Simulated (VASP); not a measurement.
Here is a VASP 6.6.1 calculation.

The input INCAR:

```
SYSTEM = Si2Mo
ALGO = Normal ; EDIFF = 1E-6
ENCUT = 520 ; GGA = PS
ISIF = 2 ; ISMEAR = -1
LASPH = .TRUE. ; LCHARG = .FALSE.
LDAU = .TRUE. ; LDAUJ = 0 0
LDAUL = 2 -1 ; LDAUPRINT = 1
LDAUTYPE = 2 ; LDAUU = 2 0
LMAXMIX = 4 ; LREAL = .FALSE.
LWAVE = .FALSE. ; NBANDS = 43
NELM = 150 ; PREC = Accurate
SIGMA = 0.05
```

File KPOINTS:

```
k-points
0
G
  5 5 3
  0 0 0
```

POSCAR

```
Si2Mo
1.0
    4.5715633835      0.0000000000      0.0000000000
   -2.2857816918      3.9590900251      0.0000000000
    0.0000000000      0.0000000000      6.5571215155
Mo Si
3 6
Direct
    0.5000000000      0.5000000000      0.8333333333
    0.0000000000      0.5000000000      0.1666666667
    0.5000000000      0.0000000000      0.5000000000
    0.1641379793      0.3282759586      0.5000000000
    0.6717240414      0.8358620207      0.1666666667
    0.8358620207      0.1641379793      0.8333333333
    0.8358620207      0.6717240414      0.5000000000
    0.3282759586      0.1641379793      0.1666666667
    0.1641379793      0.8358620207      0.8333333333
```

Potentials or basis: VASP PAW PBE potentials, release 64 (Mo_sv, Si).

Run with:

```sh
$ cat potpaw_PBE.64/Mo_sv/POTCAR potpaw_PBE.64/Si/POTCAR > POTCAR
$ mpirun -np 1 vasp_std > vasp.out
```

Question: What does it give for the band gap on the k mesh?

Answer: 0.77 eV (least direct gap 1.04 eV).

Question: Estimate the largest force.

Answer: 0.026 eV/Å.

Question: Estimate the pressure.

Answer: 2.1 GPa.

Forces in eV/Å, atoms in the order of the input:
```
Mo   0.000  0.000  0.000
Mo   0.000  0.000  0.000
Mo   0.000  0.000  0.000
Si   0.000 -0.026  0.000
Si   0.023  0.013  0.000
Si   0.023 -0.013  0.000
Si   0.000  0.026  0.000
Si  -0.023 -0.013  0.000
Si  -0.023  0.013  0.000
```

Caveat: the PAW data sets were made with another functional, which shifts forces and pressure a little; the U is typed as a test and isn't derived for this compound. A k mesh can miss the band edges.
